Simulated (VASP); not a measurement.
# As (C2/m) in VASP: a series of runs

As is run at these levels: LDA; tasks: single point.

Everything below comes from runs of VASP 6.6.1. Logs are shortened: lines on timing, memory, paths and dates and some standing lists are left out, and cuts for length are marked.

**1. The cell of the first run**

The structure is monoclinic, space group C2/m (No. 12). The conventional cell has a = 5.202 Å, b = 3.003 Å, c = 4.865 Å, α = 90.00°, β = 90.00°, γ = 90.00°. Within 2.8 Å of As (site symmetry m) lie 3 As at 2.09 to 2.66 Å.

**2. Single point, LDA (shortest bond scaled by 0.7)**

The input, INCAR:

```
SYSTEM = As
  PREC = Accurate
  ENCUT = 520
  EDIFF = 1E-6
  ISMEAR = -1
  SIGMA = 0.05
  LREAL = .FALSE.
  LASPH = .TRUE.
  NELM = 100
  ALGO = Normal
  ISIF = 2
  LWAVE = .FALSE.
  LCHARG = .FALSE.
  GGA = CA
  NBANDS = 12
```

The input, KPOINTS:

```
Automatic mesh
0
G
  11 11 6
  0 0 0
```

The input, POSCAR:

```
As
1.0
    3.0031658500      0.0000000000      0.0000000000
   -1.5015829250      2.6008179178      0.0000000000
    0.0000000000      0.0000000000      4.8651286769
As
2
Direct
    0.2333333333      0.6166666667      0.1750000000
    0.7666666667      0.3833333333      0.8250000000
```

Potentials or basis: VASP PAW LDA potentials, release 64 (As).

Command:

```sh
$ cat potpaw_LDA.64/As/POTCAR > POTCAR
$ mpirun -np 1 vasp_std > vasp.out
```

OUTCAR:

```text
SYSTEM = As
   PREC = Accurate
   ENCUT = 520
   EDIFF = 1E-6
   ISMEAR = -1
   LREAL = .FALSE.
   LASPH = .TRUE.
   NELM = 100
   ISIF = 2
   GGA = CA

 ion  position               nearest neighbor table
   1  0.233  0.617  0.175-   2 2.09   2 2.66   2 2.66
   2  0.767  0.383  0.825-   1 2.09   1 2.66   1 2.66

  LATTYP: Found a hexagonal cell.
 ALAT       =     3.0031658500
 C/A-ratio  =     1.6200000000

  Lattice vectors:

 A1 = (   3.0031658500,   0.0000000000,   0.0000000000)
 A2 = (  -1.5015829250,   2.6008179178,   0.0000000000)
 A3 = (   0.0000000000,   0.0000000000,   4.8651286769)

Analysis of symmetry for initial positions (statically):
=====================================================================
 Subroutine PRICEL returns:
 Original cell was already a primitive cell.

 Routine SETGRP: Setting up the symmetry group for a
 hexagonal supercell.

 Subroutine GETGRP returns: Found  4 space group operations
 (whereof  4 operations were pure point group operations)
 out of a pool of 24 trial point group operations.

The static configuration has the point symmetry C_2h.

Analysis of symmetry for dynamics (positions and initial velocities):
=====================================================================
 Subroutine PRICEL returns:
 Original cell was already a primitive cell.

 Routine SETGRP: Setting up the symmetry group for a
 hexagonal supercell.

 Subroutine GETGRP returns: Found  4 space group operations
 (whereof  4 operations were pure point group operations)
 out of a pool of 24 trial point group operations.

The dynamic configuration has the point symmetry C_2h.

 Subroutine INISYM returns: Found  4 space group operations
 (whereof  4 operations are pure point group operations),
 and found     1 'primitive' translations

----------------------------------------------------------------------------------------

                                     Primitive cell

  volume of cell :      38.0000

  direct lattice vectors                    reciprocal lattice vectors
     3.003165850  0.000000000  0.000000000     0.332981943  0.192247214  0.000000000
    -1.501582925  2.600817918  0.000000000     0.000000000  0.384494429  0.000000000
     0.000000000  0.000000000  4.865128677     0.000000000  0.000000000  0.205544409

  length of vectors
     3.003165850  3.003165850  4.865128677     0.384494429  0.384494429  0.205544409

  position of ions in fractional coordinates (direct lattice)
     0.233333333  0.616666667  0.175000000
     0.766666667  0.383333333  0.825000000

  ion indices of the primitive-cell ions
   primitive index   ion index
                 1           1
                 2           2

----------------------------------------------------------------------------------------

 KPOINTS: Automatic mesh

Automatic generation of k-mesh.
 Grid dimensions read from file:
 generate k-points for:   11   11    6

 Generating k-lattice:

  Cartesian coordinates                     Fractional coordinates (reciprocal lattice)
     0.030271086  0.017477019  0.000000000     0.090909091  0.000000000  0.000000000
     0.000000000  0.034954039  0.000000000     0.000000000  0.090909091  0.000000000
     0.000000000  0.000000000  0.034257402     0.000000000  0.000000000  0.166666667

  Length of vectors
     0.034954039  0.034954039  0.034257402

  Shift w.r.t. Gamma in fractional coordinates (k-lattice)
     0.000000000  0.000000000  0.000000000

 Subroutine IBZKPT returns following result:
 ===========================================

 Found    204 irreducible k-points:

 Following reciprocal coordinates:
            Coordinates               Weight
  0.000000  0.000000  0.000000      1.000000
  0.090909  0.000000  0.000000      2.000000
  0.000000  0.090909  0.000000      4.000000
  0.181818  0.000000  0.000000      2.000000
  0.000000  0.181818  0.000000      4.000000
  0.272727  0.000000  0.000000      2.000000
[... 16 lines left out ...]
  0.454545  0.090909  0.000000      2.000000
 -0.090909 -0.454545  0.000000      4.000000
 [... further k-points ...]
   k-points           NKPTS =    204   k-points in BZ     NKDIM =    204   number of bands    NBANDS=     12
   number of dos      NEDOS =    301   number of ions     NIONS =      2
   total plane-waves  NPLWV =  20736
   dimension x,y,z NGX =    24 NGY =   24 NGZ =   36
   dimension x,y,z NGXF=    48 NGYF=   48 NGZF=   72
   ions per type =               2
   NGX,Y,Z   is equivalent  to a cutoff of  13.29, 13.29, 12.30 a.u.
   NGXF,Y,Z  is equivalent  to a cutoff of  26.57, 26.57, 24.60 a.u.
 SYSTEM =  As
   PREC   = accura    normal or accurate (medium, high low for compatibility)
   ISTART =      0    job   : 0-new  1-cont  2-samecut
   ICHARG =      2    charge: 1-file 2-atom 10-const
   ISPIN  =      1    spin polarized calculation?
   LNONCOLLINEAR =      F non collinear calculations
   LSORBIT =      F    spin-orbit coupling
   LASPH  =      T    aspherical Exc in radial PAW
   ENCUT  =  520.0 eV  38.22 Ry    6.18 a.u.   5.58  5.58  9.05*2*pi/ulx,y,z
   NELM   =    100;   NELMIN=  2; NELMDL= -5     # of ELM steps
   EDIFF  = 0.1E-05   stopping-criterion for ELM
   LREAL  =      F    real-space projection
   EDIFFG = 0.1E-04   stopping-criterion for IOM
   NSW    =      0    number of steps for IOM
   IBRION =     -1    ionic relax: 0-MD 1-quasi-New 2-CG
   NFREE  =      0    steps in history (QN), initial steepest desc. (CG)
   ISIF   =      2    stress and relaxation
   ISYM   =      2    0-nonsym 1-usesym 2-fastsym
   POTIM  = 0.5000    time-step for ionic-motion
   TEBEG  =    0.0;   TEEND  =   0.0 temperature during run
   PSTRESS=    0.0 pullay stress
   NELECT =      10.0000    total number of electrons
   NUPDOWN=      -1.0000    fix difference up-down
   EMIN   =  10.00;   EMAX   =-10.00  energy-range for DOS
   EFERMI =   0.00;   METHOD = LEGACY
   ISMEAR =    -1;   SIGMA  =   0.05  broadening in eV -4-tet -1-fermi 0-gaus
   EFERMI_NEDOS =   21; number of points for ismear=-14 and -15
   IALGO  =     38    algorithm
   IMIX   =      4    mixing-type and parameters
     AMIX     =   0.40;   BMIX     =  1.00
     AMIX_MAG =   1.60;   BMIX_MAG =  1.00
  volume/ion in A,a.u.               =      19.00       128.22
  Fermi-wavevector in a.u.,A,eV,Ry     =   1.049092  1.982497 14.974495  1.100594
  Thomas-Fermi vector in A             =   2.184041
   LORBIT       =      0    0 simple, 1 ext, 2 COOP (PROOUT), +10 PAW based schemes
   GGA     = CA    functional components
   LHFCALC =     F    Hartree Fock is set to
   AEXX    =    0.0000 exact exchange contribution
   IVDW    =     0    specifies the selected vdW correction
   LEPSILON=     F    determine dielectric tensor
   LRPA    =     F    only Hartree local field effects (RPA)
 non-spin polarized calculation
  energy-cutoff  :      520.00
  volume of cell :       38.00
 maximum number of plane-waves:      1044
   NGX = 11   NGY = 11   NGZ = 19

 number of electron      10.0000000 magnetization

 number of electron       9.9999998 magnetization

 Free energy of the ion-electron system (eV)
  ---------------------------------------------------
  ext. energy  EPLUGINS =         0.00000000
  ---------------------------------------------------
  free energy    TOTEN  =        -8.94795317 eV

  energy without entropy =       -8.94032803  energy(sigma->0) =       -8.94414060

 E-fermi :   6.4561     XC(G=0): -10.6312

 val. band max:        6.4541358960   @ k =   0.0000   0.3636   0.0000
 cond. band min:       6.4729617851   @ k =   0.4545   0.0000   0.1667
 fundamental gap:      0.0188258891
 Fermi energy:         6.4561472007

 k-point     1 :       0.0000    0.0000    0.0000
  band No.  band energies     occupation
      1     -10.4799      2.00000
      2      -3.3587      2.00000
      3       0.6968      2.00000
      4       8.2784      0.00000
      5       9.9793      0.00000
      6      10.6714      0.00000
      7      10.9863      0.00000
      8      15.2515      0.00000
      9      16.2194      0.00000
     10      16.8613      0.00000
     11      18.4147      0.00000
     12      18.4432      0.00000

 k-point     2 :       0.0909    0.0000    0.0000
  band No.  band energies     occupation
      1     -10.3041      2.00000
      2      -3.2110      2.00000
      3       0.8613      2.00000
      4       6.7026      0.01437
      5       8.8764      0.00000
      6      11.1784      0.00000
      7      11.5925      0.00000
      8      14.8467      0.00000
      9      15.3135      0.00000
     10      16.9987      0.00000
     11      18.5710      0.00000
     12      18.6780      0.00000

 k-point     3 :       0.0000    0.0909    0.0000
  band No.  band energies     occupation
      1     -10.3126      2.00000
      2      -3.2051      2.00000
      3       0.8534      2.00000
      4       7.0861      0.00001
      5       9.0853      0.00000
      6       9.8093      0.00000
      7      11.8441      0.00000
      8      15.2325      0.00000
      9      16.0389      0.00000
     10      17.2649      0.00000
     11      18.4485      0.00000
     12      18.5585      0.00000
[... 286 lines left out ...]
 k-point    23 :       0.4545    0.0909    0.0000
  band No.  band energies     occupation
      1      -5.9694      2.00000
      2      -4.2467      2.00000
      3       2.0695      2.00000
      4       2.3585      2.00000
      5       4.2769      2.00000
      6       6.2478      1.96946
      7       7.4904      0.00000
      8      10.4224      0.00000
      9      12.2430      0.00000
     10      16.2478      0.00000
     11      18.3505      0.00000
     12      21.0402      0.00000

 k-point    24 :      -0.0909   -0.4545    0.0000
  band No.  band energies     occupation
      1      -6.7801      2.00000
      2      -2.7677      2.00000
      3       0.8926      2.00000
      4       3.2265      2.00000
      5       4.3107      2.00000
      6       5.3714      2.00000
      7       8.4704      0.00000
      8       9.5965      0.00000
      9      13.2847      0.00000
     10      15.4556      0.00000
     11      17.9799      0.00000
     12      20.2853      0.00000

 [... further k-points ...]
[... 5 lines left out ...]
  --------------------------------------------------------------------------------------
  -------------------------------------------------------------------------------------
  Total        5.4652682      3.4577688      7.6183246      1.7385455      2.5852290      4.4777480
  in kB      230.4297041    145.7883879    321.2080799     73.3015301    108.9998766    188.7933238
  external PRESSURE =     232.4753906 kB  Pullay stress =       0.0000000 kB

 VOLUME and BASIS-vectors are now :
 -----------------------------------------------------------------------------
  energy-cutoff  :      520.00
  volume of cell :       38.00
      direct lattice vectors                 reciprocal lattice vectors
     3.003165850  0.000000000  0.000000000     0.332981943  0.192247214  0.000000000
    -1.501582925  2.600817918  0.000000000     0.000000000  0.384494429  0.000000000
     0.000000000  0.000000000  4.865128677     0.000000000  0.000000000  0.205544409

 POSITION                                       TOTAL-FORCE (eV/Angst)
 -----------------------------------------------------------------------------------
     -0.22524      1.60384      0.85140         2.721330      1.571161      4.766520
      1.72682      0.99698      4.01373        -2.721330     -1.571161     -4.766520
 -----------------------------------------------------------------------------------
    total drift:                               -0.000000      0.000000     -0.000000

  FREE ENERGIE OF THE ION-ELECTRON SYSTEM (eV)
  ---------------------------------------------------
  free  energy   TOTEN  =        -8.9479531670 eV

  energy  without entropy=       -8.9403280274  energy(sigma->0) =       -8.94414060
```

Wall time 34 s (1 thread of Intel Xeon 6975P-C, shared host); peak memory 0.2 GiB.

What came out:

| Item | Value |
| --- | --- |
| Free energy | -8.9480 eV |
| Pressure | 23.2 GPa |
| Largest force | 5.709 eV/Å |
| Band gap on the k mesh | zero (band 5 reaches 10.05 eV, above the bottom of band 6 at 5.00 eV) |

Forces on the atoms (eV/Å):
```
As   2.721  1.571  4.767
As  -2.721 -1.571 -4.767
```

Stress tensor (GPa, compression positive):
```
23.04  7.33 18.88
 7.33 14.58 10.90
18.88 10.90 32.12
```

Caveat: the cell differs from its parent crystal (shortest bond scaled by 0.7); forces of over 1 eV/Å act on the atoms, so gaps and moduli don't describe the material at rest.

**3. Single point, LDA (shortest bond scaled by 0.7)**

The input, INCAR:

```
PREC = Accurate ; ENCUT = 520
EDIFF = 1E-6 ; ISMEAR = -1
SIGMA = 0.05 ; LREAL = F
LASPH = T ; NELM = 100
ALGO = Normal ; ISIF = 2
LWAVE = F ; LCHARG = F
NBANDS = 12
```

The input, KPOINTS:

```
regular mesh
0
Gamma
  11 11 6
```

POSCAR is that of step 2.

Potentials or basis: VASP PAW LDA potentials, release 64 (As).

Command:

```sh
$ cat potpaw_LDA.64/As/POTCAR > POTCAR
$ mpirun -np 1 vasp_std > vasp.out
```

It took 38 s on 1 thread of Intel Xeon 6975P-C, shared host; peak memory 0.2 GiB.

The run converged. Its results:

```yaml
Free_energy: -8.9480 eV
Pressure: 23.2 GPa
Largest_force: 5.709 eV/Å
Band_gap_on_the_k_mesh: zero (band 5 reaches 10.05 eV, above the bottom of band 6 at 5.00 eV)
```

Forces in eV/Å, atoms in the order of the input:
```
As   2.721  1.571  4.767
As  -2.721 -1.571 -4.767
```

Stress tensor (GPa, compression positive):
```
23.04  7.33 18.88
 7.33 14.58 10.90
18.88 10.90 32.12
```

Levels at points of the mesh, in eV from the Fermi level:
```csv
k point,band 2,band 3,band 4,band 5,band 6,band 7,band 8,band 9
"(0.00, 0.00, 0.00)",-9.81,-5.76,1.82,3.52,4.22,4.53,8.80,9.76
"(0.00, 0.00, 0.50)",-11.27,-2.07,2.13,2.35,3.62,4.27,4.90,8.99
```

Caveat: the cell differs from its parent crystal (shortest bond scaled by 0.7); forces of over 1 eV/Å act on the atoms, so gaps and moduli don't describe the material at rest.
